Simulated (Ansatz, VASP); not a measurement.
PdPt in VASP and in Ansatz

INCAR

```
SYSTEM = PdPt
ALGO = Normal
EDIFF = 1E-8
ENCUT = 520
GGA = CA
ISIF = 2
ISMEAR = -1
LASPH = .True.
LCHARG = .False.
LEFG = .True.
LREAL = .False.
LWAVE = .False.
NBANDS = 17
NELM = 80
PREC = Accurate
SIGMA = 0.05
```

File KPOINTS:

```
k-points
0
Gamma
  15 15 15
  0 0 0
```

The input POSCAR:

```
PdPt
1.0
    1.1716657329      0.6764615263      3.8145203192
   -1.1716657329      0.6764615263      3.8145203192
    0.0000000000     -1.3529230526      3.8145203192
Pd Pt
1 1
Direct
    0.0000000000      0.0000000000      0.0000000000
    0.5000000000      0.5000000000      0.5000000000
```

Input for Ansatz:

```yaml
crystal:
  lattice:
    - [1.1716657329, 0.6764615263, 3.8145203192]
    - [-1.1716657329, 0.6764615263, 3.8145203192]
    - [0.0, -1.3529230526, 3.8145203192]
  atoms:
    - { symbol: Pd, position: [0.0, 0.0, 0.0] }
    - { symbol: Pt, position: [0.5, 0.5, 0.5] }
kpoints:
  mp_grid: { grid: [15, 15, 15] }
  band_path:
    path:
      - [0.0, 0.0, 0.0]
      - [0.5, 0.5, 0.5]
      - [0.8123673576, 0.1876326424, 0.5]
      - [0.5, -0.1876326424, 0.1876326424]
      - [0.5, 0.0, 0.0]
      - [0.0, 0.0, 0.0]
      - [0.3438163212, -0.3438163212, 0.0]
      - [0.6561836788, 0.0, 0.3438163212]
      - [0.5, 0.0, 0.5]
    npoints: 6
scf:
  occupations: { method: fermi_dirac, width: 0.05 }
hamiltonian:
  xc: lda
  pseudopotentials: { kind: paw }
output:
  forces: true
  stress: true
  eigenvalues: true
  efg: { contact_densities: true }
  populations: true
```

Change from the starting cell: volume scaled by 0.6, PAW files.

Alike in both runs: task electric field gradients; functional LDA; k mesh 15 × 15 × 15; occupations fermi-dirac, width 0.05 eV; no spin polarisation.

```csv
,VASP,Ansatz
version,VASP 6.6.1,Ansatz 0.2.0
potentials or method,"VASP PAW LDA potentials, release 64 (Pd, Pt)","PAW with Ansatz's default frozen-core files, scalar-relativistic"
plane-wave cutoff (eV),520,420
valence electrons in the cell,20,36
```

```tsv
	VASP	Ansatz	Ansatz less VASP
pressure (GPa)	416.9	409.7	-7.22
traceless stress, the component that is largest in VASP (GPa)	-0.55	0.00	+0.546
size of Vzz on the site where it differs most (V/Å²)	85.8	2.2	-83.67
```

LDA's correlation is that of Perdew and Zunger in VASP and of Perdew and Wang (1992) in Ansatz. Both programs put the cell under a high pressure, so it lies far from rest at this level. VASP's potentials hold 20 valence electrons a cell and Ansatz's 36, so a difference there can come from the potentials and not from the codes.

Neither program's run includes spin-orbit coupling. Noted on VASP's run: the cell as given lies far from equilibrium.
